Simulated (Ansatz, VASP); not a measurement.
Ta: VASP beside Ansatz

The input INCAR:

```
SYSTEM = Ta
PREC = Accurate ; ENCUT = 520
EDIFF = 1E-6 ; ISMEAR = -1
SIGMA = 0.08 ; LREAL = .False.
LASPH = .True. ; NELM = 60
ALGO = Normal ; ISIF = 2
LWAVE = .False. ; LCHARG = .False.
NBANDS = 18
```

File KPOINTS:

```
Automatic mesh
0
Gamma
  13 13 13
  0 0 0
```

The input POSCAR:

```
Ta
1.0
    0.0000000000      2.1857890471      2.1857890471
    2.1857890471      0.0000000000      2.1857890471
    2.1857890471      2.1857890471      0.0000000000
Ta
2
Direct
   -0.1250000000     -0.1250000000     -0.1250000000
    0.1250000000      0.1250000000      0.1250000000
```

Input for Ansatz:

```yaml
crystal:
  lattice:
    - [0.0, 2.1857890471, 2.1857890471]
    - [2.1857890471, 0.0, 2.1857890471]
    - [2.1857890471, 2.1857890471, 0.0]
  atoms:
    - { symbol: Ta, position: [-0.125, -0.125, -0.125] }
    - { symbol: Ta, position: [0.125, 0.125, 0.125] }
kpoints:
  mp_grid: { grid: [13, 13, 13] }
  band_path:
    path:
      - [0.0, 0.0, 0.0]
      - [0.5, 0.0, 0.5]
      - [0.625, 0.25, 0.625]
      - [0.375, 0.375, 0.75]
      - [0.0, 0.0, 0.0]
      - [0.5, 0.5, 0.5]
      - [0.5, 0.25, 0.75]
      - [0.5, 0.0, 0.5]
    npoints: 8
scf:
  occupations: { method: fermi_dirac, width: 0.08 }
hamiltonian:
  xc: lda
  pseudopotentials: { kind: all_electron, lapw: { basis_error: 0.001 } }
output:
  forces: true
  stress: true
  eigenvalues: true
  populations: true
  dos: { projected: true, de: 0.2, e_range: [-14, 8] }
```

Change from the starting cell: volume scaled by 0.4, LAPW.

Alike in both runs: task single point; functional LDA; k mesh 13 × 13 × 13; occupations fermi-dirac, width 0.08 eV; no spin polarisation.

|  | VASP | Ansatz |
| --- | --- | --- |
| version | VASP 6.6.1 | Ansatz 0.2.0 |
| potentials or method | VASP PAW LDA potentials, release 64 (Ta_pv), cutoff 520 eV | all-electron LAPW, scalar-relativistic |

Ansatz gave:

* pressure (GPa): 530.0

What did VASP give for the same quantities?

Pressure (GPa): 533.5.

LDA's correlation is that of Perdew and Zunger in VASP and of Perdew and Wang (1992) in Ansatz. Both programs put the cell under a high pressure, so it lies far from rest at this level. Ansatz ran all-electron here, and VASP with PAW potentials.

Spin-orbit coupling is off throughout. Noted on VASP's run: the cell as given lies far from equilibrium.
